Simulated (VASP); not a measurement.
# BeSeO4 (P6_3mc) in VASP: single point with PBE

Aim: the single point of BeSeO4 with PBE.

Program: VASP 6.6.1. These are calculated values, not measurements. Logs are shortened: lines on timing, memory, paths and dates and some standing lists are left out, and cuts for length are marked.

## (1) The cell of the first run

Symmetry: P6_3mc, No. 186, hexagonal system. The conventional cell has a = 5.319 Å, b = 5.319 Å, c = 8.680 Å, α = 90.00°, β = 90.00°, γ = 120.00°. Within 2.2 Å of Be (site symmetry 3m) lie 4 O at 1.62 Å. Se (site symmetry 3m) has 4 O at 1.63 Å within 2.2 Å. Within 2.2 Å of O (site symmetry 3m) lie 1 Be at 1.62 Å and 1 Se at 1.63 Å. O (site symmetry m) has 1 Be at 1.62 Å and 1 Se at 1.63 Å within 2.2 Å.

## (2) Single point, PBE

File INCAR:

```
SYSTEM = BeSeO4
PREC = Accurate
ENCUT = 520
EDIFF = 1E-7
ISMEAR = 0
SIGMA = 0.1
LREAL = .False.
LASPH = .True.
NELM = 60
ALGO = Normal
ISIF = 2
LWAVE = .False.
LCHARG = .True.
GGA = PE
LELF = .True.
LVHAR = .True.
NBANDS = 44
```

File KPOINTS:

```
Automatic mesh
0
Gamma
  3 3 2
  0 0 0
```

File POSCAR:

```
BeSeO4
1.0
    5.3186626929     -0.0000000289      0.0000000000
   -2.6593313214      4.6060970206      0.0000000000
    0.0000000000      0.0000000000      8.6802249000
Be Se O
2 2 8
Direct
    0.6666666667      0.3333333333      0.0775050000
    0.3333333333      0.6666666667      0.5775050000
    0.6666666667      0.3333333333      0.4524460000
    0.3333333333      0.6666666667      0.9524460000
    0.6666666667      0.3333333333      0.2642940000
    0.5005690000      0.0011380000      0.0148790000
    0.5005690000      0.4994310000      0.0148790000
    0.9988620000      0.4994310000      0.0148790000
    0.0011380000      0.5005690000      0.5148790000
    0.4994310000      0.5005690000      0.5148790000
    0.4994310000      0.9988620000      0.5148790000
    0.3333333333      0.6666666667      0.7642940000
```

Potentials or basis: VASP PAW PBE potentials, release 64 (Be, Se, O).

Run with:

```bash
$ cat potpaw_PBE.64/Be/POTCAR potpaw_PBE.64/Se/POTCAR potpaw_PBE.64/O/POTCAR > POTCAR
$ mpirun -np 1 vasp_std > vasp.out
```

OUTCAR:

```text
SYSTEM = BeSeO4
   PREC = Accurate
   ENCUT = 520
   EDIFF = 1E-7
   ISMEAR = 0
   LREAL = .False.
   LASPH = .True.
   NELM = 60
   ISIF = 2
   GGA = PE

 ion  position               nearest neighbor table
   1  0.667  0.333  0.078-   5 1.62   6 1.62   8 1.62   7 1.62
   2  0.333  0.667  0.578-  12 1.62  11 1.62   9 1.62  10 1.62
   3  0.667  0.333  0.452-  11 1.63   9 1.63  10 1.63   5 1.63
   4  0.333  0.667  0.952-   6 1.63   8 1.63   7 1.63  12 1.63
   5  0.667  0.333  0.264-   1 1.62   3 1.63
   6  0.501  0.001  0.015-   1 1.62   4 1.63
   7  0.501  0.499  0.015-   1 1.62   4 1.63
   8  0.999  0.499  0.015-   1 1.62   4 1.63
   9  0.001  0.501  0.515-   2 1.62   3 1.63
  10  0.499  0.501  0.515-   2 1.62   3 1.63
  11  0.499  0.999  0.515-   2 1.62   3 1.63
  12  0.333  0.667  0.764-   2 1.62   4 1.63

  LATTYP: Found a hexagonal cell.
 ALAT       =     5.3186626929
 C/A-ratio  =     1.6320314713

  Lattice vectors:

 A1 = (   5.3186626929,  -0.0000000289,   0.0000000000)
 A2 = (  -2.6593313214,   4.6060970206,   0.0000000000)
 A3 = (   0.0000000000,   0.0000000000,   8.6802249000)

Analysis of symmetry for initial positions (statically):
=====================================================================
 Subroutine PRICEL returns:
 Original cell was already a primitive cell.

 Routine SETGRP: Setting up the symmetry group for a
 hexagonal supercell.

 Subroutine GETGRP returns: Found 12 space group operations
 (whereof  6 operations were pure point group operations)
 out of a pool of 24 trial point group operations.

The static configuration has the point symmetry C_3v.
 The point group associated with its full space group is C_6v.

Analysis of symmetry for dynamics (positions and initial velocities):
=====================================================================
 Subroutine PRICEL returns:
 Original cell was already a primitive cell.

 Routine SETGRP: Setting up the symmetry group for a
 hexagonal supercell.

 Subroutine GETGRP returns: Found 12 space group operations
 (whereof  6 operations were pure point group operations)
 out of a pool of 24 trial point group operations.

The dynamic configuration has the point symmetry C_3v.
 The point group associated with its full space group is C_6v.

 Subroutine INISYM returns: Found 12 space group operations
 (whereof  6 operations are pure point group operations),
 and found     1 'primitive' translations

[... 105 lines left out ...]
   PSTRESS=    0.0 pullay stress
   NELECT =      64.0000    total number of electrons
   NUPDOWN=      -1.0000    fix difference up-down
   EMIN   =  10.00;   EMAX   =-10.00  energy-range for DOS
   EFERMI =   0.00;   METHOD = LEGACY
   ISMEAR =     0;   SIGMA  =   0.10  broadening in eV -4-tet -1-fermi 0-gaus
   EFERMI_NEDOS =   21; number of points for ismear=-14 and -15
   IALGO  =     38    algorithm
   IMIX   =      4    mixing-type and parameters
     AMIX     =   0.40;   BMIX     =  1.00
     AMIX_MAG =   1.60;   BMIX_MAG =  1.00
  volume/ion in A,a.u.               =      17.72       119.59
  Fermi-wavevector in a.u.,A,eV,Ry     =   1.097099  2.073217 16.376342  1.203627
  Thomas-Fermi vector in A             =   2.233453
   LORBIT       =      0    0 simple, 1 ext, 2 COOP (PROOUT), +10 PAW based schemes
   GGA     = PE    functional components
   LHFCALC =     F    Hartree Fock is set to
   AEXX    =    0.0000 exact exchange contribution
   IVDW    =     0    specifies the selected vdW correction
   LEPSILON=     F    determine dielectric tensor
   LRPA    =     F    only Hartree local field effects (RPA)
 non-spin polarized calculation
 Gauss-broadening in eV      SIGMA  =   0.10
  energy-cutoff  :      520.00
  volume of cell :      212.65
 maximum number of plane-waves:      5740
 NGX is ok and might be reduce to    40
   NGX = 19   NGY = 19   NGZ = 33

 number of electron      63.9999984 magnetization

 Free energy of the ion-electron system (eV)
  ---------------------------------------------------
  ext. energy  EPLUGINS =         0.00000000
  ---------------------------------------------------
  free energy    TOTEN  =       -68.36845296 eV

  energy without entropy =      -68.36845296  energy(sigma->0) =      -68.36845296

 E-fermi :  -1.6728     XC(G=0):  -7.1917

 val. band max:       -2.1242261131   @ k =   0.0000   0.0000   0.0000
 cond. band min:       1.3357841385   @ k =   0.0000   0.0000   0.0000
 fundamental gap:      3.4600102516
 Fermi energy:        -1.6727899574

 k-point     1 :       0.0000    0.0000    0.0000
  band No.  band energies     occupation
      1     -23.5796      2.00000
      2     -23.4823      2.00000
      3     -20.1640      2.00000
      4     -19.8706      2.00000
      5     -19.8706      2.00000
      6     -19.8590      2.00000
[... 271 lines left out ...]
     43       7.6510      0.00000
     44       7.6510      0.00000

------------------------ aborting loop because EDIFF is reached ----------------------------------------

  FORCE on cell =-STRESS in cart. coord.  units (eV):
  Direction    XX          YY          ZZ          XY          YZ          ZX
  --------------------------------------------------------------------------------------
  -------------------------------------------------------------------------------------
  Total        0.9834261      0.9834261      1.0382880      0.0000000      0.0000000     -0.0000000
  in kB        7.4094469      7.4094469      7.8227942      0.0000000      0.0000000     -0.0000000
  external PRESSURE =       7.5472293 kB  Pullay stress =       0.0000000 kB

 VOLUME and BASIS-vectors are now :
 -----------------------------------------------------------------------------
  energy-cutoff  :      520.00
  volume of cell :      212.65
      direct lattice vectors                 reciprocal lattice vectors
     5.318662693 -0.000000029  0.000000000     0.188017188  0.108551773  0.000000000
    -2.659331321  4.606097021  0.000000000     0.000000001  0.217103547  0.000000000
     0.000000000  0.000000000  8.680224900     0.000000000  0.000000000  0.115204388

 POSITION                                       TOTAL-FORCE (eV/Angst)
 -----------------------------------------------------------------------------------
      2.65933      1.53537      0.67276        -0.000000     -0.000000     -0.007460
      0.00000      3.07073      5.01287        -0.000000     -0.000000     -0.007460
      2.65933      1.53537      3.92733        -0.000000     -0.000000      0.009607
      0.00000      3.07073      8.26745        -0.000000     -0.000000      0.009607
      2.65933      1.53537      2.29413        -0.000000     -0.000000     -0.278318
      2.65933      0.00524      0.12915         0.000000      0.248266      0.092057
      1.33421      2.30043      0.12915         0.215005     -0.124133      0.092057
      3.98446      2.30043      0.12915        -0.215005     -0.124133      0.092057
     -1.32513      2.30567      4.46927         0.215005      0.124133      0.092057
      1.32513      2.30567      4.46927        -0.215005      0.124133      0.092057
      0.00000      4.60086      4.46927        -0.000000     -0.248266      0.092057
      0.00000      3.07073      6.63424        -0.000000     -0.000000     -0.278318
 -----------------------------------------------------------------------------------
    total drift:                               -0.000001     -0.000002      0.000101

  FREE ENERGIE OF THE ION-ELECTRON SYSTEM (eV)
  ---------------------------------------------------
  free  energy   TOTEN  =       -68.3684529635 eV

  energy  without entropy=      -68.3684529635  energy(sigma->0) =      -68.36845296
```

OSZICAR:

```text
N       E                     dE             d eps       ncg     rms          rms(c)
DAV:   1     0.474469495265E+03    0.47447E+03   -0.31431E+04   528   0.129E+03
DAV:   2    -0.389304625171E+02   -0.51340E+03   -0.49289E+03   692   0.307E+02
DAV:   3    -0.822968784499E+02   -0.43366E+02   -0.42983E+02   648   0.982E+01
DAV:   4    -0.829814373959E+02   -0.68456E+00   -0.68131E+00   656   0.140E+01
DAV:   5    -0.829942650114E+02   -0.12828E-01   -0.12815E-01   632   0.189E+00    0.291E+01
DAV:   6    -0.682641446979E+02    0.14730E+02   -0.44979E+01   588   0.340E+01    0.104E+01
DAV:   7    -0.684225072898E+02   -0.15836E+00   -0.35993E+00   584   0.812E+00    0.558E+00
DAV:   8    -0.683726745585E+02    0.49833E-01   -0.16853E-01   612   0.238E+00    0.128E+00
DAV:   9    -0.683674789590E+02    0.51956E-02   -0.19405E-02   600   0.737E-01    0.212E-01
DAV:  10    -0.683685152348E+02   -0.10363E-02   -0.46823E-03   528   0.318E-01    0.130E-01
DAV:  11    -0.683685927164E+02   -0.77482E-04   -0.25629E-04   540   0.851E-02    0.677E-02
DAV:  12    -0.683684676981E+02    0.12502E-03   -0.28275E-04   528   0.881E-02    0.194E-02
DAV:  13    -0.683684578663E+02    0.98318E-05   -0.14988E-05   616   0.198E-02    0.116E-02
DAV:  14    -0.683684529212E+02    0.49451E-05   -0.25882E-06   528   0.748E-03    0.289E-03
DAV:  15    -0.683684529635E+02   -0.42312E-07   -0.19296E-07   444   0.212E-03
   1 F= -.68368453E+02 E0= -.68368453E+02  d E =-.249734E-10
```

stdout:

```text
POSCAR found type information on POSCAR BeSeO
 POSCAR found :  3 types and      12 ions
 scaLAPACK will be used
 LDA part: xc-table for (Slater+PW92), standard interpolation
 POSCAR, INCAR and KPOINTS ok, starting setup
 FFT: planning ... GRIDC
 FFT: planning ... GRID_SOFT
 FFT: planning ... GRID
 WAVECAR not read
 entering main loop
```

It took 84 s on 1 thread of Intel Xeon Platinum 8259CL at 2.50GHz (Skylake/Cascade Lake), shared host; peak memory 0.35 GiB.

Results:

| Item | Value |
| --- | --- |
| Free energy | -68.3685 eV |
| Pressure | 0.8 GPa |
| Largest force | 0.278 eV/Å |
| Band gap on the k mesh | 3.46 eV, direct |

Forces in eV/Å, atoms in the order of the input:
```
Be   0.000  0.000 -0.007
Be   0.000  0.000 -0.007
Se   0.000  0.000  0.010
Se   0.000  0.000  0.010
O    0.000  0.000 -0.278
O    0.000  0.248  0.092
O    0.215 -0.124  0.092
O   -0.215 -0.124  0.092
O    0.215  0.124  0.092
O   -0.215  0.124  0.092
O    0.000 -0.248  0.092
O    0.000  0.000 -0.278
```

Levels at points of the mesh, in eV from the valence-band top:
```
           k point  band 28  band 29  band 30  band 31  band 32  band 33  band 34  band 35  band 36  band 37
(0.00, 0.00, 0.00)    -0.65    -0.02    -0.02     0.00     0.00     3.46     4.25     6.66     6.85     7.01
(0.00, 0.00, 0.50)    -0.36    -0.36    -0.36     0.00     0.00     3.93     3.93     7.07     7.07     7.53
```

Caveat: the k points lie up to 0.45 Å⁻¹ apart. A k mesh can miss the band edges.
